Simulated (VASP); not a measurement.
# SnO2 (P4_2/mnm) in VASP: further runs

Runs on SnO2. Level: PBE. Tasks: single point.

All numbers are computed with VASP 6.6.1; they aren't measurements. Logs are shortened: lines on timing, memory, paths and dates and some standing lists are left out, and cuts for length are marked.

## (1) The cell of the first run

Symmetry: P4_2/mnm, No. 136, tetragonal system. The conventional cell has a = 4.713 Å, b = 4.713 Å, c = 3.224 Å, α = 90.00°, β = 90.00°, γ = 90.00°. Sn (site symmetry mmm) has 6 O at 2.04 to 2.07 Å within 2.7 Å. Within 2.7 Å of O (site symmetry m2m) lie 3 Sn at 2.04 to 2.07 Å and 1 O at 2.59 Å.

## (2) Single point, PBE (epitaxial xy strain -1.0%)

Contents of INCAR:

```
ALGO = Normal
EDIFF = 1E-6
ENCUT = 520
GGA = PE
ISIF = 2
ISMEAR = -1
LASPH = True
LCHARG = False
LREAL = False
LWAVE = False
NBANDS = 35
NELM = 100
PREC = Accurate
SIGMA = 0.02
```

Contents of KPOINTS:

```
k-points
0
Gamma
  6 6 8
```

Contents of POSCAR:

```
SnO2
1.0
    4.7129679872      0.0000000000      0.0000000000
    0.0000000000      4.7129679872      0.0000000000
    0.0000000000      0.0000000000      3.2236325180
Sn O
2 4
Direct
    0.0000000000      0.0000000000      0.0000000000
    0.5000000000      0.5000000000      0.5000000000
    0.3059838962      0.3059838962      0.0000000000
    0.1940161038      0.8059838962      0.5000000000
    0.8059838962      0.1940161038      0.5000000000
    0.6940161038      0.6940161038      0.0000000000
```

Potentials or basis: VASP PAW PBE potentials, release 64 (Sn_d, O).

Launch:

```sh
cat potpaw_PBE.64/Sn_d/POTCAR potpaw_PBE.64/O/POTCAR > POTCAR
mpirun -np 1 vasp_std > vasp.out
```

OUTCAR:

```text
EDIFF = 1E-6
   ENCUT = 520
   GGA = PE
   ISIF = 2
   ISMEAR = -1
   LASPH = True
   LREAL = False
   NELM = 100
   PREC = Accurate

 ion  position               nearest neighbor table
   1  0.000  0.000  0.000-   3 2.04   6 2.04   5 2.07   4 2.07   4 2.07   5 2.07   2 3.70   2 3.70
                             2 3.70   2 3.70   2 3.70   2 3.70   2 3.70   2 3.70
   2  0.500  0.500  0.500-   4 2.04   5 2.04   3 2.07   6 2.07   3 2.07   6 2.07   1 3.70   1 3.70
                             1 3.70   1 3.70   1 3.70   1 3.70   1 3.70   1 3.70
   3  0.306  0.306  0.000-   1 2.04   2 2.07   2 2.07
   4  0.194  0.806  0.500-   2 2.04   1 2.07   1 2.07
   5  0.806  0.194  0.500-   2 2.04   1 2.07   1 2.07
   6  0.694  0.694  0.000-   1 2.04   2 2.07   2 2.07

  LATTYP: Found a simple tetragonal cell.
 ALAT       =     4.7129679872
 C/A-ratio  =     0.6839920251

  Lattice vectors:

 A1 = (   4.7129679872,   0.0000000000,   0.0000000000)
 A2 = (   0.0000000000,   4.7129679872,   0.0000000000)
 A3 = (   0.0000000000,   0.0000000000,   3.2236325180)

Analysis of symmetry for initial positions (statically):
=====================================================================
 Subroutine PRICEL returns:
 Original cell was already a primitive cell.

 Routine SETGRP: Setting up the symmetry group for a
 simple tetragonal supercell.

 Subroutine GETGRP returns: Found 16 space group operations
 (whereof  8 operations were pure point group operations)
 out of a pool of 16 trial point group operations.

The static configuration has the point symmetry D_2h.
 The point group associated with its full space group is D_4h.

Analysis of symmetry for dynamics (positions and initial velocities):
=====================================================================
 Subroutine PRICEL returns:
 Original cell was already a primitive cell.

 Routine SETGRP: Setting up the symmetry group for a
 simple tetragonal supercell.

 Subroutine GETGRP returns: Found 16 space group operations
 (whereof  8 operations were pure point group operations)
 out of a pool of 16 trial point group operations.

The dynamic configuration has the point symmetry D_2h.
 The point group associated with its full space group is D_4h.

 Subroutine INISYM returns: Found 16 space group operations
 (whereof  8 operations are pure point group operations),
 and found     1 'primitive' translations

----------------------------------------------------------------------------------------

                                     Primitive cell
[... 98 lines left out ...]
   NELM   =    100;   NELMIN=  2; NELMDL= -5     # of ELM steps
   EDIFF  = 0.1E-05   stopping-criterion for ELM
   LREAL  =      F    real-space projection
   EDIFFG = 0.1E-04   stopping-criterion for IOM
   NSW    =      0    number of steps for IOM
   IBRION =     -1    ionic relax: 0-MD 1-quasi-New 2-CG
   NFREE  =      0    steps in history (QN), initial steepest desc. (CG)
   ISIF   =      2    stress and relaxation
   ISYM   =      2    0-nonsym 1-usesym 2-fastsym
   POTIM  = 0.5000    time-step for ionic-motion
   TEBEG  =    0.0;   TEEND  =   0.0 temperature during run
   PSTRESS=    0.0 pullay stress
   NELECT =      52.0000    total number of electrons
   NUPDOWN=      -1.0000    fix difference up-down
   EMIN   =  10.00;   EMAX   =-10.00  energy-range for DOS
   EFERMI =   0.00;   METHOD = LEGACY
   ISMEAR =    -1;   SIGMA  =   0.02  broadening in eV -4-tet -1-fermi 0-gaus
   EFERMI_NEDOS =   21; number of points for ismear=-14 and -15
   IALGO  =     38    algorithm
   IMIX   =      4    mixing-type and parameters
     AMIX     =   0.40;   BMIX     =  1.00
     AMIX_MAG =   1.60;   BMIX_MAG =  1.00
  volume/ion in A,a.u.               =      11.93        80.53
  Fermi-wavevector in a.u.,A,eV,Ry     =   1.471514  2.780759 29.461428  2.165354
  Thomas-Fermi vector in A             =   2.586641
   LORBIT       =      0    0 simple, 1 ext, 2 COOP (PROOUT), +10 PAW based schemes
   GGA     = PE    functional components
   LHFCALC =     F    Hartree Fock is set to
   AEXX    =    0.0000 exact exchange contribution
   IVDW    =     0    specifies the selected vdW correction
   LEPSILON=     F    determine dielectric tensor
   LRPA    =     F    only Hartree local field effects (RPA)
 non-spin polarized calculation
  energy-cutoff  :      520.00
  volume of cell :       71.60
 maximum number of plane-waves:      1956
 NGX is ok and might be reduce to    36
   NGX = 17   NGY = 17   NGZ = 11

 number of electron      51.9999995 magnetization

 Free energy of the ion-electron system (eV)
  ---------------------------------------------------
  ext. energy  EPLUGINS =         0.00000000
  ---------------------------------------------------
  free energy    TOTEN  =       -37.17450626 eV

  energy without entropy =      -37.17450626  energy(sigma->0) =      -37.17450626

 E-fermi :   6.5061     XC(G=0): -11.2622

 val. band max:        6.1394514359   @ k =   0.0000   0.0000   0.0000
 cond. band min:       7.3225535062   @ k =   0.0000   0.0000   0.0000
 fundamental gap:      1.1831020703
 Fermi energy:         6.5061422086

 k-point     1 :       0.0000    0.0000    0.0000
  band No.  band energies     occupation
      1     -14.9605      2.00000
      2     -14.1378      2.00000
      3     -13.9201      2.00000
      4     -13.8941      2.00000
      5     -13.8941      2.00000
      6     -13.8559      2.00000
[... 901 lines left out ...]
     34      18.6437      0.00000
     35      18.7534      0.00000

 [... further k-points ...]
[... 5 lines left out ...]
  --------------------------------------------------------------------------------------
  -------------------------------------------------------------------------------------
  Total        4.9353692      4.9353692      4.4086663     -0.0000000      0.0000000      0.0000000
  in kB      110.4321997    110.4321997     98.6468692     -0.0000000      0.0000000      0.0000000
  external PRESSURE =     106.5037562 kB  Pullay stress =       0.0000000 kB

 VOLUME and BASIS-vectors are now :
 -----------------------------------------------------------------------------
  energy-cutoff  :      520.00
  volume of cell :       71.60
      direct lattice vectors                 reciprocal lattice vectors
     4.712967987  0.000000000  0.000000000     0.212180520  0.000000000  0.000000000
     0.000000000  4.712967987  0.000000000     0.000000000  0.212180520  0.000000000
     0.000000000  0.000000000  3.223632518     0.000000000  0.000000000  0.310209056

 POSITION                                       TOTAL-FORCE (eV/Angst)
 -----------------------------------------------------------------------------------
      0.00000      0.00000      0.00000         0.000000      0.000000      0.000000
      2.35648      2.35648      1.61182         0.000000      0.000000      0.000000
      1.44209      1.44209      0.00000        -0.016827     -0.016827     -0.000000
      0.91439      3.79858      1.61182         0.016827     -0.016827     -0.000000
      3.79858      0.91439      1.61182        -0.016827      0.016827      0.000000
      3.27088      3.27088      0.00000         0.016827      0.016827      0.000000
 -----------------------------------------------------------------------------------
    total drift:                                0.000000     -0.000000      0.000000

  FREE ENERGIE OF THE ION-ELECTRON SYSTEM (eV)
  ---------------------------------------------------
  free  energy   TOTEN  =       -37.1745062625 eV

  energy  without entropy=      -37.1745062625  energy(sigma->0) =      -37.17450626
```

stdout:

```text
POSCAR found type information on POSCAR SnO
 POSCAR found :  2 types and       6 ions
 scaLAPACK will be used
 LDA part: xc-table for (Slater+PW92), standard interpolation
 POSCAR, INCAR and KPOINTS ok, starting setup
 FFT: planning ... GRIDC
 FFT: planning ... GRID_SOFT
 FFT: planning ... GRID
 WAVECAR not read
 entering main loop
```

It took 37 s on 1 thread of Intel Xeon 6975P-C (Granite Rapids), shared host; peak memory 0.23 GiB.

What came out:

```yaml
Free_energy: -37.1745 eV
Pressure: 10.7 GPa
Largest_force: 0.024 eV/Å
Band_gap_on_the_k_mesh: 1.18 eV, direct
```

Forces on the atoms (eV/Å):
```
Sn   0.000  0.000  0.000
Sn   0.000  0.000  0.000
O   -0.017 -0.017  0.000
O    0.017 -0.017  0.000
O   -0.017  0.017  0.000
O    0.017  0.017  0.000
```

Stress tensor (GPa, compression positive):
```
11.04  0.00  0.00
 0.00 11.04  0.00
 0.00  0.00  9.86
```

Caveat: the cell differs from its parent crystal (epitaxial xy strain -1.0%); spin-orbit coupling is left out, which moves the levels of the heavy elements.

## (3) Single point, PBE

This run uses another cell than the first one, of 12.09 Å³/atom, 1.013 times its volume.

Contents of INCAR:

```
ALGO = Normal
EDIFF = 1E-6
ENCUT = 520
GGA = PE
ISIF = 2
ISMEAR = -1
LASPH = T
LCHARG = F
LREAL = F
LWAVE = F
NBANDS = 35
NELM = 60
PREC = Accurate
SIGMA = 0.02
```

KPOINTS is that of step 2.

Contents of POSCAR:

```
SnO2
1.0
    4.7605737245      0.0000000000      0.0000000000
    0.0000000000      4.7605737245      0.0000000000
    0.0000000000      0.0000000000      3.2000802711
Sn O
2 4
Direct
    0.0000000000      0.0000000000      0.0000000000
    0.5000000000      0.5000000000      0.5000000000
    0.3058781125      0.3058781125      0.0000000000
    0.1941218875      0.8058781125      0.5000000000
    0.8058781125      0.1941218875      0.5000000000
    0.6941218875      0.6941218875      0.0000000000
```

Potentials or basis: VASP PAW PBE potentials, release 64 (Sn_d, O).

Launch:

```sh
cat potpaw_PBE.64/Sn_d/POTCAR potpaw_PBE.64/O/POTCAR > POTCAR
mpirun -np 1 vasp_std > vasp.out
```

It took 37 s on 1 thread of Intel Xeon 6975P-C (Granite Rapids), shared host; peak memory 0.23 GiB.

The run converged. Its results:

```
Free energy            : -37.2284 eV
Pressure               : 8.4 GPa
Largest force          : 0.047 eV/Å
Band gap on the k mesh : 1.09 eV, direct
```

Forces in eV/Å, atoms in the order of the input:
```
Sn   0.000  0.000  0.000
Sn   0.000  0.000  0.000
O   -0.033 -0.033  0.000
O    0.033 -0.033  0.000
O   -0.033  0.033  0.000
O    0.033  0.033  0.000
```

Stress tensor (GPa, compression positive):
```
7.74 0.00 0.00
0.00 7.74 0.00
0.00 0.00 9.73
```

Levels at points of the mesh, in eV from the valence-band top:
| k point | band 23 | band 24 | band 25 | band 26 | band 27 | band 28 | band 29 | band 30 |
| --- | --- | --- | --- | --- | --- | --- | --- | --- |
| (0.00, 0.00, 0.00) | -1.24 | -0.77 | -0.77 | 0.00 | 1.09 | 6.07 | 6.26 | 6.26 |
| (0.50, 0.00, 0.00) | -1.20 | -1.20 | -0.63 | -0.63 | 4.29 | 4.29 | 7.03 | 7.03 |
| (0.50, 0.50, 0.00) | -1.32 | -1.32 | -0.89 | -0.89 | 4.71 | 4.71 | 7.44 | 7.44 |
| (0.00, 0.00, 0.50) | -1.63 | -1.63 | -1.24 | -1.24 | 6.03 | 6.03 | 9.65 | 9.65 |
| (0.50, 0.00, 0.50) | -1.08 | -1.08 | -0.72 | -0.72 | 6.30 | 6.30 | 7.94 | 7.94 |
| (0.50, 0.50, 0.50) | -0.95 | -0.95 | -0.82 | -0.82 | 4.71 | 4.71 | 8.85 | 8.85 |

Caveat: spin-orbit coupling is left out, which moves the levels of the heavy elements.
